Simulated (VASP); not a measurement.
# BaP4 (Pm-3m) in VASP: further runs, part 2 of 3

VASP 6.6.1.

## (3) Relaxation of cell and atoms, PBE

Contents of INCAR:

```
SYSTEM = BaP4
PREC = Accurate
ENCUT = 600
EDIFF = 1E-7
ISMEAR = 0
SIGMA = 0.1
LREAL = .FALSE.
LASPH = .TRUE.
NELM = 100
ALGO = Normal
ISIF = 3
LWAVE = .FALSE.
LCHARG = .FALSE.
GGA = PE
IBRION = 2
NSW = 100
EDIFFG = -0.01
```

Contents of KPOINTS:

```
Automatic mesh
0
G
  8 8 8
  0 0 0
```

Contents of POSCAR:

```
BaP4
1.0
    4.7524086727      0.0000000000      0.0000000000
    0.0000000000      4.7524086727      0.0000000000
    0.0000000000      0.0000000000      4.7524086727
Ba P
1 4
Direct
    0.0000000000      0.0000000000      0.0000000000
    0.0000000000      0.5000000000      0.5000000000
    0.5000000000      0.0000000000      0.5000000000
    0.5000000000      0.5000000000      0.0000000000
    0.5000000000      0.5000000000      0.5000000000
```

Potentials or basis: VASP PAW PBE potentials, release 64 (Ba_sv, P).

Run with:

```console
$ cat potpaw_PBE.64/Ba_sv/POTCAR potpaw_PBE.64/P/POTCAR > POTCAR
$ mpirun -np 1 vasp_std > vasp.out
```

OUTCAR:

```text
SYSTEM = BaP4
   PREC = Accurate
   ENCUT = 600
   EDIFF = 1E-7
   ISMEAR = 0
   LREAL = .FALSE.
   LASPH = .TRUE.
   NELM = 100
   ISIF = 3
   GGA = PE
   IBRION = 2
   NSW = 100
   EDIFFG = -0.01

 ion  position               nearest neighbor table
   1  0.000  0.000  0.000-   2 3.36   3 3.36   4 3.36   2 3.36   3 3.36   2 3.36   4 3.36   2 3.36
                             3 3.36   4 3.36   3 3.36   4 3.36
   2  0.000  0.500  0.500-   5 2.38   5 2.38   1 3.36   1 3.36   1 3.36   1 3.36
   3  0.500  0.000  0.500-   5 2.38   5 2.38   1 3.36   1 3.36   1 3.36   1 3.36
   4  0.500  0.500  0.000-   5 2.38   5 2.38   1 3.36   1 3.36   1 3.36   1 3.36
   5  0.500  0.500  0.500-   2 2.38   3 2.38   4 2.38   4 2.38   3 2.38   2 2.38

  LATTYP: Found a simple cubic cell.
 ALAT       =     4.7524086727

  Lattice vectors:

 A1 = (   4.7524086727,   0.0000000000,   0.0000000000)
 A2 = (   0.0000000000,   4.7524086727,   0.0000000000)
 A3 = (   0.0000000000,   0.0000000000,   4.7524086727)

Analysis of symmetry for initial positions (statically):
=====================================================================
 Subroutine PRICEL returns:
 Original cell was already a primitive cell.

 Routine SETGRP: Setting up the symmetry group for a
 simple cubic supercell.

 Subroutine GETGRP returns: Found 48 space group operations
 (whereof 48 operations were pure point group operations)
 out of a pool of 48 trial point group operations.

The static configuration has the point symmetry O_h .

Analysis of symmetry for dynamics (positions and initial velocities):
=====================================================================
 Subroutine PRICEL returns:
 Original cell was already a primitive cell.

 Routine SETGRP: Setting up the symmetry group for a
 simple cubic supercell.

 Subroutine GETGRP returns: Found 48 space group operations
 (whereof 48 operations were pure point group operations)
 out of a pool of 48 trial point group operations.

The dynamic configuration has the point symmetry O_h .

 Subroutine INISYM returns: Found 48 space group operations
 (whereof 48 operations are pure point group operations),
 and found     1 'primitive' translations

----------------------------------------------------------------------------------------

                                     Primitive cell

  volume of cell :     107.3350

  direct lattice vectors                    reciprocal lattice vectors
     4.752408673  0.000000000  0.000000000     0.210419614  0.000000000  0.000000000
     0.000000000  4.752408673  0.000000000     0.000000000  0.210419614  0.000000000
     0.000000000  0.000000000  4.752408673     0.000000000  0.000000000  0.210419614

  length of vectors
     4.752408673  4.752408673  4.752408673     0.210419614  0.210419614  0.210419614

  position of ions in fractional coordinates (direct lattice)
     0.000000000  0.000000000  0.000000000
     0.000000000  0.500000000  0.500000000
[... 134 lines left out ...]

 E-fermi :   5.2774     XC(G=0): -10.0185

 val. band max:        5.2769031203   @ k =   0.2500   0.2500   0.1250
 cond. band min:       5.2987411387   @ k =   0.3750   0.3750   0.0000
 fundamental gap:      0.0218380185
 Fermi energy:         5.2773524835

 k-point     1 :       0.0000    0.0000    0.0000
  band No.  band energies     occupation
      1     -21.5464      2.00000
      2      -8.8280      2.00000
      3      -6.8559      2.00000
      4      -6.8559      2.00000
      5      -6.8559      2.00000
      6      -3.5149      2.00000
[... 517 lines left out ...]
     18       6.8131      0.00000
     19       8.1543      0.00000

 [... further k-points ...]

------------------------ aborting loop because EDIFF is reached ----------------------------------------

  FORCE on cell =-STRESS in cart. coord.  units (eV):
  Direction    XX          YY          ZZ          XY          YZ          ZX
  --------------------------------------------------------------------------------------
  -------------------------------------------------------------------------------------
  Total        0.2456414      0.2456414      0.2456414     -0.0000000     -0.0000000      0.0000000
  in kB        3.6666609      3.6666609      3.6666609     -0.0000000     -0.0000000      0.0000000
  external PRESSURE =       3.6666609 kB  Pullay stress =       0.0000000 kB

 VOLUME and BASIS-vectors are now :
 -----------------------------------------------------------------------------
  energy-cutoff  :      600.00
  volume of cell :      107.33
      direct lattice vectors                 reciprocal lattice vectors
     4.752408673  0.000000000  0.000000000     0.210419614  0.000000000  0.000000000
     0.000000000  4.752408673  0.000000000     0.000000000  0.210419614  0.000000000
     0.000000000  0.000000000  4.752408673     0.000000000  0.000000000  0.210419614

 POSITION                                       TOTAL-FORCE (eV/Angst)
 -----------------------------------------------------------------------------------
      0.00000      0.00000      0.00000         0.000000      0.000000      0.000000
      0.00000      2.37620      2.37620         0.000000      0.000000      0.000000
      2.37620      0.00000      2.37620         0.000000      0.000000      0.000000
      2.37620      2.37620      0.00000         0.000000      0.000000      0.000000
      2.37620      2.37620      2.37620         0.000000      0.000000      0.000000
 -----------------------------------------------------------------------------------
    total drift:                                0.000000     -0.000000     -0.000000

  FREE ENERGIE OF THE ION-ELECTRON SYSTEM (eV)
  ---------------------------------------------------
  free  energy   TOTEN  =       -23.2397377288 eV

  energy  without entropy=      -23.2191140345  energy(sigma->0) =      -23.22942588

--------------------------------------- Ionic step        2  -------------------------------------------

 number of electron      29.9999999 magnetization

 Free energy of the ion-electron system (eV)
  ---------------------------------------------------
  ext. energy  EPLUGINS =         0.00000000
  ---------------------------------------------------
  free energy    TOTEN  =       -23.24043174 eV

  energy without entropy =      -23.21925797  energy(sigma->0) =      -23.22984485

 E-fermi :   5.2109     XC(G=0):  -9.9877

 val. band max:        5.1804712040   @ k =   0.3750   0.3750   0.1250
 cond. band min:       5.2109132086   @ k =   0.2500   0.2500   0.1250
 fundamental gap:      0.0304420045
 Fermi energy:         5.2109020455

 k-point     1 :       0.0000    0.0000    0.0000
  band No.  band energies     occupation
      1     -21.6268      2.00000
      2      -8.8428      2.00000
      3      -6.9303      2.00000
      4      -6.9303      2.00000
      5      -6.9303      2.00000
      6      -3.5728      2.00000
[... 517 lines left out ...]
     18       6.7332      0.00000
     19       8.0690      0.00000

 [... further k-points ...]

------------------------ aborting loop because EDIFF is reached ----------------------------------------

  FORCE on cell =-STRESS in cart. coord.  units (eV):
  Direction    XX          YY          ZZ          XY          YZ          ZX
  --------------------------------------------------------------------------------------
  -------------------------------------------------------------------------------------
  Total       -0.0473665     -0.0473665     -0.0473665      0.0000000     -0.0000000      0.0000000
  in kB       -0.7020302     -0.7020302     -0.7020302      0.0000000     -0.0000000      0.0000000
  external PRESSURE =      -0.7020302 kB  Pullay stress =       0.0000000 kB

 VOLUME and BASIS-vectors are now :
 -----------------------------------------------------------------------------
  energy-cutoff  :      600.00
  volume of cell :      108.10
      direct lattice vectors                 reciprocal lattice vectors
     4.763672253 -0.000000000  0.000000000     0.209922083  0.000000000  0.000000000
    -0.000000000  4.763672253  0.000000000     0.000000000  0.209922083  0.000000000
     0.000000000 -0.000000000  4.763672253    -0.000000000 -0.000000000  0.209922083

 POSITION                                       TOTAL-FORCE (eV/Angst)
 -----------------------------------------------------------------------------------
      0.00000      0.00000      0.00000        -0.000000      0.000000      0.000000
     -0.00000      2.38184      2.38184         0.000000     -0.000000      0.000000
      2.38184     -0.00000      2.38184        -0.000000     -0.000000      0.000000
      2.38184      2.38184      0.00000        -0.000000      0.000000      0.000000
      2.38184      2.38184      2.38184         0.000000     -0.000000      0.000000
 -----------------------------------------------------------------------------------
    total drift:                                0.000000     -0.000000     -0.000000

  FREE ENERGIE OF THE ION-ELECTRON SYSTEM (eV)
  ---------------------------------------------------
  free  energy   TOTEN  =       -23.2404317386 eV

  energy  without entropy=      -23.2192579651  energy(sigma->0) =      -23.22984485

 reached required accuracy - stopping structural energy minimisation
```

OSZICAR:

```text
N       E                     dE             d eps       ncg     rms          rms(c)
DAV:   1     0.155479362307E+03    0.15548E+03   -0.14433E+04  1330   0.155E+03
DAV:   2    -0.124801767125E+02   -0.16796E+03   -0.16399E+03  1824   0.227E+02
[... 17 lines left out ...]
DAV:   3    -0.232404136753E+02    0.11063E-02   -0.37572E-03  1676   0.348E-01    0.400E-02
DAV:   4    -0.232404320494E+02   -0.18374E-04   -0.13404E-04  1749   0.477E-02    0.260E-02
DAV:   5    -0.232404316831E+02    0.36638E-06   -0.19838E-05  1734   0.284E-02    0.453E-03
DAV:   6    -0.232404314838E+02    0.19928E-06   -0.88082E-07  1853   0.513E-03    0.331E-03
DAV:   7    -0.232404318201E+02   -0.33628E-06   -0.24378E-07  1244   0.386E-03    0.396E-04
DAV:   8    -0.232404317386E+02    0.81459E-07   -0.25651E-08   725   0.988E-04
   2 F= -.23240432E+02 E0= -.23229845E+02  d E =-.694010E-03
```

Wall time 78 s (1 thread of AMD EPYC 9R14 (Zen 4), shared host); peak memory 0.27 GiB.

What came out:

| Quantity | Value |
| --- | --- |
| Free energy | -23.2404 eV |
| Relaxed volume | 21.62 Å³/atom |
| Relaxed cell | a = 4.764 Å, b = 4.764 Å, c = 4.764 Å, α = 90.00°, β = 90.00°, γ = 90.00° |
| Space group after relaxing (to 0.05 Å) | Pm-3m (No. 221) |
| Energy gained by relaxing | 0.1 meV/atom |
| Ionic steps | 2 |
| Pressure after relaxing | -0.1 GPa |
| Band gap on the k mesh | zero (band 15 reaches 6.27 eV, above the bottom of band 16 at 4.71 eV) |

Step by step:
| step | energy change (eV) | largest force (eV/Å) | pressure (GPa) | volume (Å³) |
| --- | --- | --- | --- | --- |
| 1 | 0.0000 | 0.0000 | 0.37 | 107.33 |
| 2 | -0.0007 | 0.0000 | -0.07 | 108.10 |

Final structure:
```yaml
crystal:
  lattice:
    - [4.76367, 0.00000, 0.00000]
    - [0.00000, 4.76367, 0.00000]
    - [0.00000, 0.00000, 4.76367]
  atoms:
    - { symbol: Ba, position: [0.00000, 0.00000, 0.00000] }
    - { symbol: P, position: [0.00000, 0.50000, 0.50000] }
    - { symbol: P, position: [0.50000, 0.00000, 0.50000] }
    - { symbol: P, position: [0.50000, 0.50000, 0.00000] }
    - { symbol: P, position: [0.50000, 0.50000, 0.50000] }
```

Caveat: spin-orbit coupling is left out, which moves the levels of the heavy elements.

(Continued in part 3 of 3.)
